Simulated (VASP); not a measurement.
Here is a VASP 6.6.1 calculation.

Contents of POSCAR:

```
Al
1.0
    2.8221979695      0.0000000000      0.0000000000
   -1.4110989848      2.4440951361      0.0000000000
    0.0000000000      0.0000000000      9.2620593401
Al
4
Direct
    0.0000000000      0.0000000000      0.0431869399
    0.3333333333      0.6666666667      0.2500000000
    0.0000000000      0.0000000000      0.5000000000
    0.6666666667      0.3333333333      0.7500000000
```

File INCAR.step1:

```
SYSTEM = Al
ALGO     = Normal         ! electronic algorithm
EDIFF    = 1E-4           ! SCF threshold, eV
ENCUT    = 520            ! plane-wave cutoff, eV
GGA      = PE             ! functional
ISMEAR   = 0              ! smearing method
LASPH    = .True.         ! aspherical terms in the spheres
LCHARG   = .False.        ! write CHGCAR
LREAL    = .False.        ! projectors in reciprocal space
LWAVE    = .True.         ! write WAVECAR
NBANDS   = 14             ! bands
NELM     = 60             ! most SCF steps
PREC     = Accurate       ! precision mode
SIGMA    = 0.15           ! smearing width, eV
```

INCAR.step2

```
SYSTEM = Al
ALGO     = Normal         ! electronic algorithm
EDIFF    = 1E-7           ! SCF threshold, eV
ENCUT    = 520            ! plane-wave cutoff, eV
ISIF     = 2              ! what is computed and relaxed
ISMEAR   = 0              ! smearing method
ISTART   = 1            
LASPH    = .True.         ! aspherical terms in the spheres
LCHARG   = .True.         ! write CHGCAR
LELF     = .True.         ! ELF
LMIXTAU  = .True.       
LREAL    = .False.        ! projectors in reciprocal space
LVHAR    = .True.       
LWAVE    = .False.        ! write WAVECAR
METAGGA  = R2SCAN         ! meta-GGA
NBANDS   = 14             ! bands
NELM     = 60             ! most SCF steps
PREC     = Accurate       ! precision mode
SIGMA    = 0.15           ! smearing width, eV
```

KPOINTS

```
k-points
0
Gamma
  18 18 6
  0 0 0
```

Potentials or basis: VASP PAW PBE potentials, release 64 (Al).

Run with:

```bash
$ cat potpaw_PBE.64/Al/POTCAR > POTCAR
$ cp INCAR.step1 INCAR
$ mpirun -np 1 vasp_std > vasp.out
$ cp INCAR.step2 INCAR
$ mpirun -np 1 vasp_std > vasp.out
```

(1) What does it give for the largest force?

(2) What does it give for the pressure?

(3) Predict the band gap on the k mesh.

Results:

(1) 2.717 eV/Å.

(2) 3.6 GPa.

(3) zero (band 6 reaches 12.37 eV, above the bottom of band 7 at 6.89 eV).

Caveat: the cell differs from its parent crystal (atom 1 (Al) moved +0.400 Å along Cartesian [0 0 1]); the PAW data sets were made with another functional, which shifts forces and pressure a little.
